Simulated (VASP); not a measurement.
# PC3 (P4/mmm) in VASP: single point with PBE

Aim: the single point of PC3 with PBE.

Everything below comes from runs of VASP 6.6.1. Logs are shortened: lines on timing, memory, paths and dates and some standing lists are left out, and cuts for length are marked.

## Step 1: The cell of the first run

It takes space group P4/mmm (No. 123, tetragonal). The conventional cell has a = 4.486 Å, b = 4.486 Å, c = 3.874 Å, α = 90.00°, β = 90.00°, γ = 90.00°. Within 3.9 Å of P (site symmetry 4/mmm) lie 12 C at 2.96 to 3.17 Å and 2 P at 3.87 Å. C (site symmetry mmm) has 4 P at 2.96 Å and 10 C at 2.96 to 3.87 Å within 3.9 Å. Within 3.9 Å of C (site symmetry 4/mmm) lie 10 C at 2.96 to 3.87 Å and 4 P at 3.17 Å.

## Step 2: Single point, PBE

File INCAR:

```
SYSTEM = PC3
ALGO = Normal
EDIFF = 1E-6
ENCUT = 520
GGA = PE
ISIF = 2
ISMEAR = 0
LASPH = .True.
LCHARG = .False.
LREAL = .False.
LWAVE = .False.
NBANDS = 16
NELM = 60
PREC = Accurate
SIGMA = 0.1
```

File KPOINTS:

```
k-points
0
Gamma
  4 4 4
  0 0 0
```

File POSCAR:

```
PC3
1.0
    4.4861528300      0.0000000000      0.0000000000
    0.0000000000      4.4861528300      0.0000000000
    0.0000000000      0.0000000000      3.8740032700
P C
1 3
Direct
    0.0000000000      0.0000000000      0.5000000000
    0.0000000000      0.5000000000      0.0000000000
    0.5000000000      0.0000000000      0.0000000000
    0.5000000000      0.5000000000      0.5000000000
```

Potentials or basis: VASP PAW PBE potentials, release 64 (P, C).

Launch:

```sh
cat potpaw_PBE.64/P/POTCAR potpaw_PBE.64/C/POTCAR > POTCAR
mpirun -np 1 vasp_std > vasp.out
```

OUTCAR:

```text
SYSTEM = PC3
   EDIFF = 1E-6
   ENCUT = 520
   GGA = PE
   ISIF = 2
   ISMEAR = 0
   LASPH = .True.
   LREAL = .False.
   NELM = 60
   PREC = Accurate

 ion  position               nearest neighbor table
   1  0.000  0.000  0.500-
   2  0.000  0.500  0.000-
   3  0.500  0.000  0.000-
   4  0.500  0.500  0.500-

  LATTYP: Found a simple tetragonal cell.
 ALAT       =     4.4861528300
 C/A-ratio  =     0.8635468779

  Lattice vectors:

 A1 = (   4.4861528300,   0.0000000000,   0.0000000000)
 A2 = (   0.0000000000,   4.4861528300,   0.0000000000)
 A3 = (   0.0000000000,   0.0000000000,   3.8740032700)

Analysis of symmetry for initial positions (statically):
=====================================================================
 Subroutine PRICEL returns:
 Original cell was already a primitive cell.

 Routine SETGRP: Setting up the symmetry group for a
 simple tetragonal supercell.

 Subroutine GETGRP returns: Found 16 space group operations
 (whereof 16 operations were pure point group operations)
 out of a pool of 16 trial point group operations.

The static configuration has the point symmetry D_4h.

Analysis of symmetry for dynamics (positions and initial velocities):
=====================================================================
 Subroutine PRICEL returns:
 Original cell was already a primitive cell.

 Routine SETGRP: Setting up the symmetry group for a
 simple tetragonal supercell.

 Subroutine GETGRP returns: Found 16 space group operations
 (whereof 16 operations were pure point group operations)
 out of a pool of 16 trial point group operations.

The dynamic configuration has the point symmetry D_4h.

 Subroutine INISYM returns: Found 16 space group operations
 (whereof 16 operations are pure point group operations),
 and found     1 'primitive' translations

----------------------------------------------------------------------------------------

                                     Primitive cell

  volume of cell :      77.9665

  direct lattice vectors                    reciprocal lattice vectors
     4.486152830  0.000000000  0.000000000     0.222908144  0.000000000  0.000000000
     0.000000000  4.486152830  0.000000000     0.000000000  0.222908144  0.000000000
     0.000000000  0.000000000  3.874003270     0.000000000  0.000000000  0.258130913

  length of vectors
     4.486152830  4.486152830  3.874003270     0.222908144  0.222908144  0.258130913

  position of ions in fractional coordinates (direct lattice)
     0.000000000  0.000000000  0.500000000
     0.000000000  0.500000000  0.000000000
     0.500000000  0.000000000  0.000000000
     0.500000000  0.500000000  0.500000000

  ion indices of the primitive-cell ions
   primitive index   ion index
                 1           1
                 2           2
                 3           3
                 4           4

----------------------------------------------------------------------------------------

 KPOINTS: k-points

Automatic generation of k-mesh.
 Grid dimensions read from file:
 generate k-points for:    4    4    4

 Generating k-lattice:

  Cartesian coordinates                     Fractional coordinates (reciprocal lattice)
     0.055727036  0.000000000  0.000000000     0.250000000  0.000000000  0.000000000
     0.000000000  0.055727036  0.000000000     0.000000000  0.250000000  0.000000000
     0.000000000  0.000000000  0.064532728     0.000000000  0.000000000  0.250000000

  Length of vectors
     0.055727036  0.055727036  0.064532728

  Shift w.r.t. Gamma in fractional coordinates (k-lattice)
     0.000000000  0.000000000  0.000000000

 Subroutine IBZKPT returns following result:
 ===========================================

 Found     18 irreducible k-points:

 Following reciprocal coordinates:
            Coordinates               Weight
  0.000000  0.000000  0.000000      1.000000
  0.250000  0.000000  0.000000      4.000000
  0.500000  0.000000  0.000000      2.000000
  0.250000  0.250000  0.000000      4.000000
  0.500000  0.250000  0.000000      4.000000
  0.500000  0.500000  0.000000      1.000000
[... 10 lines left out ...]
  0.500000  0.250000  0.500000      4.000000
  0.500000  0.500000  0.500000      1.000000
   k-points           NKPTS =     18   k-points in BZ     NKDIM =     18   number of bands    NBANDS=     16
   number of dos      NEDOS =    301   number of ions     NIONS =      4
   total plane-waves  NPLWV =  38880
   dimension x,y,z NGX =    36 NGY =   36 NGZ =   30
   dimension x,y,z NGXF=    72 NGYF=   72 NGZF=   60
   ions per type =               1   3
   NGX,Y,Z   is equivalent  to a cutoff of  13.34, 13.34, 12.87 a.u.
   NGXF,Y,Z  is equivalent  to a cutoff of  26.68, 26.68, 25.75 a.u.
 SYSTEM =  PC3
   PREC   = accura    normal or accurate (medium, high low for compatibility)
   ISTART =      0    job   : 0-new  1-cont  2-samecut
   ICHARG =      2    charge: 1-file 2-atom 10-const
   ISPIN  =      1    spin polarized calculation?
   LNONCOLLINEAR =      F non collinear calculations
   LSORBIT =      F    spin-orbit coupling
   LASPH  =      T    aspherical Exc in radial PAW
   ENCUT  =  520.0 eV  38.22 Ry    6.18 a.u.   8.34  8.34  7.20*2*pi/ulx,y,z
   NELM   =     60;   NELMIN=  2; NELMDL= -5     # of ELM steps
   EDIFF  = 0.1E-05   stopping-criterion for ELM
   LREAL  =      F    real-space projection
   EDIFFG = 0.1E-04   stopping-criterion for IOM
   NSW    =      0    number of steps for IOM
   IBRION =     -1    ionic relax: 0-MD 1-quasi-New 2-CG
   NFREE  =      0    steps in history (QN), initial steepest desc. (CG)
   ISIF   =      2    stress and relaxation
   ISYM   =      2    0-nonsym 1-usesym 2-fastsym
   POTIM  = 0.5000    time-step for ionic-motion
   TEBEG  =    0.0;   TEEND  =   0.0 temperature during run
   PSTRESS=    0.0 pullay stress
   NELECT =      17.0000    total number of electrons
   NUPDOWN=      -1.0000    fix difference up-down
   EMIN   =  10.00;   EMAX   =-10.00  energy-range for DOS
   EFERMI =   0.00;   METHOD = LEGACY
   ISMEAR =     0;   SIGMA  =   0.10  broadening in eV -4-tet -1-fermi 0-gaus
   EFERMI_NEDOS =   21; number of points for ismear=-14 and -15
   IALGO  =     38    algorithm
   IMIX   =      4    mixing-type and parameters
     AMIX     =   0.40;   BMIX     =  1.00
     AMIX_MAG =   1.60;   BMIX_MAG =  1.00
  volume/ion in A,a.u.               =      19.49       131.54
  Fermi-wavevector in a.u.,A,eV,Ry     =   0.985345  1.862033 13.209968  0.970905
  Thomas-Fermi vector in A             =   2.116645
   LORBIT       =      0    0 simple, 1 ext, 2 COOP (PROOUT), +10 PAW based schemes
   GGA     = PE    functional components
   LHFCALC =     F    Hartree Fock is set to
   AEXX    =    0.0000 exact exchange contribution
   IVDW    =     0    specifies the selected vdW correction
   LEPSILON=     F    determine dielectric tensor
   LRPA    =     F    only Hartree local field effects (RPA)
 non-spin polarized calculation
 Gauss-broadening in eV      SIGMA  =   0.10
  energy-cutoff  :      520.00
  volume of cell :       77.97
 maximum number of plane-waves:      2150
 NGX is ok and might be reduce to    36
   NGX = 17   NGY = 17   NGZ = 15

 number of electron      16.9999999 magnetization

 Free energy of the ion-electron system (eV)
  ---------------------------------------------------
  ext. energy  EPLUGINS =         0.00000000
  ---------------------------------------------------
  free energy    TOTEN  =       -13.11465457 eV

  energy without entropy =      -13.09871173  energy(sigma->0) =      -13.10668315

 E-fermi :   0.8352     XC(G=0):  -8.9006

 val. band max:        0.7757784769   @ k =   0.5000   0.0000   0.5000
 cond. band min:       0.8934318992   @ k =   0.2500   0.2500   0.2500
 fundamental gap:      0.1176534223
 Fermi energy:         0.8352263254

 k-point     1 :       0.0000    0.0000    0.0000
  band No.  band energies     occupation
      1     -10.5848      2.00000
      2      -7.0204      2.00000
      3      -7.0181      2.00000
      4      -6.0116      2.00000
      5      -2.0967      2.00000
      6      -2.0967      2.00000
[... 8 lines left out ...]
     15       3.8996      0.00000
     16       3.9212      0.00000

 k-point     2 :       0.2500    0.0000    0.0000
  band No.  band energies     occupation
      1     -10.2564      2.00000
      2      -7.8569      2.00000
      3      -6.8714      2.00000
      4      -6.1557      2.00000
      5      -1.7764      2.00000
      6      -0.9579      2.00000
[... 8 lines left out ...]
     15       3.5359      0.00000
     16       3.6980      0.00000

 k-point     3 :       0.5000    0.0000    0.0000
  band No.  band energies     occupation
      1      -9.5373      2.00000
      2      -8.9709      2.00000
      3      -6.5743      2.00000
      4      -6.4388      2.00000
      5      -1.0924      2.00000
      6      -0.5498      2.00000
[... 8 lines left out ...]
     15       2.9971      0.00000
     16       3.4440      0.00000

 k-point     4 :       0.2500    0.2500    0.0000
  band No.  band energies     occupation
      1      -9.9346      2.00000
      2      -7.6840      2.00000
      3      -7.5819      2.00000
      4      -6.4368      2.00000
      5      -0.9844      2.00000
      6      -0.6958      2.00000
[... 8 lines left out ...]
     15       3.0781      0.00000
     16       3.5537      0.00000

 k-point     5 :       0.5000    0.2500    0.0000
  band No.  band energies     occupation
      1      -9.2297      2.00000
      2      -8.6977      2.00000
      3      -7.0809      2.00000
      4      -7.0328      2.00000
      5      -0.6965      2.00000
      6      -0.4379      2.00000
[... 8 lines left out ...]
     15       2.8253      0.00000
     16       3.1538      0.00000

 k-point     6 :       0.5000    0.5000    0.0000
  band No.  band energies     occupation
      1      -8.5857      2.00000
      2      -8.0108      2.00000
      3      -8.0108      2.00000
      4      -7.8918      2.00000
      5      -0.1262      2.00000
      6      -0.1262      2.00000
[... 8 lines left out ...]
     15       2.8320      0.00000
     16       2.8320      0.00000

 k-point     7 :       0.0000    0.0000    0.2500
  band No.  band energies     occupation
      1     -10.1341      2.00000
      2      -7.0669      2.00000
      3      -6.9162      2.00000
      4      -6.9027      2.00000
      5      -1.6263      2.00000
      6      -1.6263      2.00000
[... 8 lines left out ...]
     15       3.3267      0.00000
     16       3.3267      0.00000

 k-point     8 :       0.2500    0.0000    0.2500
  band No.  band energies     occupation
      1      -9.8189      2.00000
      2      -7.6119      2.00000
      3      -6.9818      2.00000
      4      -6.8689      2.00000
      5      -1.3123      2.00000
      6      -1.1294      2.00000
[... 8 lines left out ...]
     15       2.9992      0.00000
     16       3.8158      0.00000

 k-point     9 :       0.5000    0.0000    0.2500
  band No.  band energies     occupation
      1      -9.1314      2.00000
      2      -8.6197      2.00000
      3      -6.8667      2.00000
      4      -6.8510      2.00000
      5      -1.0836      2.00000
      6      -0.8074      2.00000
[... 8 lines left out ...]
     15       3.0545      0.00000
     16       3.2126      0.00000
[... 58 lines left out ...]
 k-point    13 :       0.0000    0.0000    0.5000
  band No.  band energies     occupation
      1      -9.0430      2.00000
      2      -8.6268      2.00000
      3      -6.8073      2.00000
      4      -6.7869      2.00000
      5      -0.4209      2.00000
      6      -0.4209      2.00000
[... 8 lines left out ...]
     15       2.4607      0.00000
     16       2.4607      0.00000

 k-point    14 :       0.2500    0.0000    0.5000
  band No.  band energies     occupation
      1      -8.7759      2.00000
      2      -8.3824      2.00000
      3      -7.1370      2.00000
      4      -7.0807      2.00000
      5      -1.0848      2.00000
      6      -0.9987      2.00000
[... 8 lines left out ...]
     15       2.9867      0.00000
     16       3.2950      0.00000

 k-point    15 :       0.5000    0.0000    0.5000
  band No.  band energies     occupation
      1      -8.2519      2.00000
      2      -7.7957      2.00000
      3      -7.7544      2.00000
      4      -7.7067      2.00000
      5      -1.2201      2.00000
      6      -1.1209      2.00000
[... 8 lines left out ...]
     15       3.5308      0.00000
     16       3.7072      0.00000

 k-point    16 :       0.2500    0.2500    0.5000
  band No.  band energies     occupation
      1      -8.5423      2.00000
      2      -8.1682      2.00000
      3      -7.2978      2.00000
      4      -7.2149      2.00000
      5      -1.9321      2.00000
      6      -1.8485      2.00000
[... 8 lines left out ...]
     15       3.1570      0.00000
     16       3.1662      0.00000

 k-point    17 :       0.5000    0.2500    0.5000
  band No.  band energies     occupation
      1      -8.1300      2.00000
      2      -7.6805      2.00000
      3      -7.6543      2.00000
      4      -7.6317      2.00000
      5      -2.2290      2.00000
      6      -2.0293      2.00000
[... 8 lines left out ...]
     15       3.7297      0.00000
     16       3.7342      0.00000

 k-point    18 :       0.5000    0.5000    0.5000
  band No.  band energies     occupation
      1      -7.9945      2.00000
      2      -7.5517      2.00000
      3      -7.5517      2.00000
      4      -7.5443      2.00000
      5      -2.8754      2.00000
      6      -2.6218      2.00000
[... 8 lines left out ...]
     15       3.7536      0.00000
     16       4.1190      0.00000

------------------------ aborting loop because EDIFF is reached ----------------------------------------

  FORCE on cell =-STRESS in cart. coord.  units (eV):
  Direction    XX          YY          ZZ          XY          YZ          ZX
  --------------------------------------------------------------------------------------
  -------------------------------------------------------------------------------------
  Total      -10.8219855    -10.8219855    -10.5951856      0.0000000      0.0000000      0.0000000
  in kB     -222.3870113   -222.3870113   -217.7263729      0.0000000      0.0000000      0.0000000
  external PRESSURE =    -220.8334652 kB  Pullay stress =       0.0000000 kB

 VOLUME and BASIS-vectors are now :
 -----------------------------------------------------------------------------
  energy-cutoff  :      520.00
  volume of cell :       77.97
      direct lattice vectors                 reciprocal lattice vectors
     4.486152830  0.000000000  0.000000000     0.222908144  0.000000000  0.000000000
     0.000000000  4.486152830  0.000000000     0.000000000  0.222908144  0.000000000
     0.000000000  0.000000000  3.874003270     0.000000000  0.000000000  0.258130913

 POSITION                                       TOTAL-FORCE (eV/Angst)
 -----------------------------------------------------------------------------------
      0.00000      0.00000      1.93700         0.000000      0.000000      0.000000
      0.00000      2.24308      0.00000         0.000000      0.000000      0.000000
      2.24308      0.00000      0.00000         0.000000      0.000000      0.000000
      2.24308      2.24308      1.93700         0.000000      0.000000      0.000000
 -----------------------------------------------------------------------------------
    total drift:                                0.000000      0.000000     -0.000000

  FREE ENERGIE OF THE ION-ELECTRON SYSTEM (eV)
  ---------------------------------------------------
  free  energy   TOTEN  =       -13.1146545681 eV

  energy  without entropy=      -13.0987117280  energy(sigma->0) =      -13.10668315
```

It took 23 s on 1 thread of Intel Xeon Platinum 8375C at 2.90GHz (Ice Lake), shared host; peak memory 0.18 GiB.

What came out:

```yaml
Free_energy: -13.1147 eV
Pressure: -22.1 GPa
```

Levels at points of the mesh, in eV from the Fermi level:
```
           k point  band 6  band 7  band 8  band 9  band 10  band 11
(0.00, 0.00, 0.00)   -2.93   -1.94    0.21    0.21     0.83     1.10
(0.50, 0.00, 0.00)   -1.39   -0.87   -0.61    0.20     0.27     0.41
(0.50, 0.50, 0.00)   -0.96   -0.55   -0.33    0.24     0.24     0.46
(0.00, 0.00, 0.50)   -1.26   -1.00   -1.00   -0.34    -0.23     0.36
(0.50, 0.00, 0.50)   -1.96   -1.28   -1.27   -0.22    -0.09    -0.06
(0.50, 0.50, 0.50)   -3.46   -3.46   -2.69    1.52     1.70     1.85
```

Caveat: the k points lie up to 0.41 Å⁻¹ apart.
